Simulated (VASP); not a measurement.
Here is a VASP 6.6.1 calculation.

File POSCAR:

```
CsH
1.0
    3.8184085400      0.0000000000      0.0000000000
    0.0000000000      3.8184085400      0.0000000000
    0.0000000000      0.0000000000      3.8184085400
Cs H
1 1
Direct
    0.0000000000      0.0000000000      0.0000000000
    0.5000000000      0.5000000000      0.5000000000
```

The input INCAR.step1:

```
  ALGO = Normal
  EDIFF = 1E-4
  ENCUT = 600
  GGA = PE
  ISMEAR = -1
  LASPH = True
  LCHARG = False
  LREAL = False
  LWAVE = True
  NELM = 100
  PREC = Accurate
  SIGMA = 0.05
```

Contents of INCAR.step2:

```
  ALGO = Normal
  EDIFF = 1E-6
  EDIFFG = -0.002
  ENCUT = 600
  IBRION = 2
  ISIF = 3
  ISMEAR = -1
  ISTART = 1
  LASPH = True
  LCHARG = False
  LMIXTAU = True
  LREAL = False
  LWAVE = False
  METAGGA = R2SCAN
  NELM = 100
  NSW = 100
  PREC = Accurate
  SIGMA = 0.05
```

KPOINTS

```
k-points
0
Gamma
  10 10 10
```

Potentials or basis: VASP PAW PBE potentials, release 64 (Cs_sv, H).

Command:

```bash
$ cat potpaw_PBE.64/Cs_sv/POTCAR potpaw_PBE.64/H/POTCAR > POTCAR
$ cp INCAR.step1 INCAR
$ mpirun -np 1 vasp_std > vasp.out
$ cp INCAR.step2 INCAR
$ mpirun -np 1 vasp_std > vasp.out
```

Task: What does it give for the space group after relaxing (to 0.1 Å)?

Result: Pm-3m (No. 221).

Task: Predict the band gap on the k mesh.

Result: 3.15 eV.

Task: What does it give for the relaxed cell?

Result: a = 3.822 Å, b = 3.822 Å, c = 3.822 Å, α = 90.00°, β = 90.00°, γ = 90.00°.

Final structure:
```cif
data_structure
_symmetry_space_group_name_H-M 'P 1'
_symmetry_Int_Tables_number 1
_cell_length_a 3.8222
_cell_length_b 3.8222
_cell_length_c 3.8222
_cell_angle_alpha 90.000
_cell_angle_beta 90.000
_cell_angle_gamma 90.000
_cell_volume 55.84
loop_
_atom_site_label
_atom_site_type_symbol
_atom_site_fract_x
_atom_site_fract_y
_atom_site_fract_z
_atom_site_occupancy
Cs1 Cs 0.00000 0.00000 0.00000 1
H1 H 0.50000 0.50000 0.50000 1
```

Caveat: spin-orbit coupling is left out, which moves the levels of the heavy elements. A k mesh can miss the band edges.
